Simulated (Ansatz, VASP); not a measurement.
## Au: VASP beside Ansatz

The input INCAR:

```
PREC = Accurate
ENCUT = 520
EDIFF = 1E-7
ISMEAR = -1
SIGMA = 0.05
LREAL = False
LASPH = True
NELM = 80
ALGO = Fast
ISIF = 2
LWAVE = False
LCHARG = False
GGA = PE
NBANDS = 18
```

The input KPOINTS:

```
Automatic mesh
0
Gamma
  11 11 6
```

POSCAR

```
Au
1.0
    1.4113099650     -2.5559330250      0.0000000000
    1.4113099650      2.5559330250      0.0000000000
    0.0000000000      0.0000000000      4.8931696100
Au
2
Direct
    0.3342500000      0.6523620000      0.2519250000
    0.6527590000      0.3125790000      0.7416850000
```

File input.yaml:

```yaml
crystal:
  lattice:
    - [1.411309965, -2.555933025, 0.0]
    - [1.411309965, 2.555933025, 0.0]
    - [0.0, 0.0, 4.89316961]
  atoms:
    - { symbol: Au, position: [0.33425, 0.652362, 0.251925] }
    - { symbol: Au, position: [0.652759, 0.312579, 0.741685] }
hamiltonian:
  xc: pbe
  pseudopotentials: { kind: paw }
kpoints:
  mp_grid: { grid: [11, 11, 6] }
scf:
  occupations: { method: fermi_dirac, width: 0.05 }
output:
  forces: true
  stress: true
  eigenvalues: true
```

Change from the starting cell: atoms moved at random, drawn with an rms of 0.05 Å.

Alike in both runs: task single point; functional PBE; k mesh 11 × 11 × 6; occupations fermi-dirac, width 0.05 eV; no spin polarisation.

|  | VASP | Ansatz |
| --- | --- | --- |
| version | VASP 6.6.1 | Ansatz 0.2.0 |
| potentials or method | VASP PAW PBE potentials, release 64 (Au) | Ansatz PAW |
| plane-wave cutoff (eV) | 520 | 420 |
| valence electrons in the cell | 22 | 38 |

Ansatz gave:

| Property | Result |
| --- | --- |
| gap on the k mesh at the Fermi level (eV) | none |
| pressure (GPa) | 3.4 |
| traceless stress, the component that is largest in VASP (GPa) | 2.90 |
| rms of the force components (eV/Å) | 0.183 |

What did VASP give for the same quantities?

gap on the k mesh at the Fermi level (eV): none; pressure (GPa): 3.1; traceless stress, the component that is largest in VASP (GPa): 2.89; rms of the force components (eV/Å): 0.182.

Atom by atom the forces differ by 0.002 eV/Å (rms over components). A gap of «none» marks a metal or a gap that the smearing closes. VASP's potentials hold 22 valence electrons a cell and Ansatz's 38, so a difference there can come from the potentials and not from the codes.

Spin-orbit coupling is off throughout.
